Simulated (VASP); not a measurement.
A run of VASP 6.6.1:

The input INCAR:

```
SYSTEM = MgTl
ALGO = Fast ; EDIFF = 1E-7
ENCUT = 520 ; GGA = PS
ISIF = 2 ; ISMEAR = 0
LASPH = .True. ; LCHARG = .True.
LELF = .True. ; LREAL = .False.
LVHAR = .True. ; LWAVE = .False.
NBANDS = 14 ; NELM = 60
PREC = Accurate ; SIGMA = 0.15
```

File KPOINTS:

```
k-points
0
Gamma
  14 14 14
  0 0 0
```

POSCAR

```
MgTl
1.0
    3.6350000000      0.0000000000      0.0136312500
    0.0000000000      3.6350000000      0.0000000000
    0.0136312500      0.0000000000      3.6350000000
Mg Tl
1 1
Direct
    0.0000000000      0.0000000000      0.0000000000
    0.5000000000      0.5000000000      0.5000000000
```

Potentials or basis: VASP PAW PBE potentials, release 64 (Mg, Tl_d).

Command:

```sh
$ cat potpaw_PBE.64/Mg/POTCAR potpaw_PBE.64/Tl_d/POTCAR > POTCAR
$ mpirun -np 1 vasp_std > vasp.out
```

Hardware: 1 thread of Intel(R) Xeon(R) 6975P-C (Granite Rapids), with other jobs on the host.

Problem. How long does it take, and how much memory?

Solution. Run time: 110 s on 1 thread of Intel(R) Xeon(R) 6975P-C (Granite Rapids), with other jobs on the host, peak memory 0.43 GiB. Counts: scf iterations 15, k points 456.
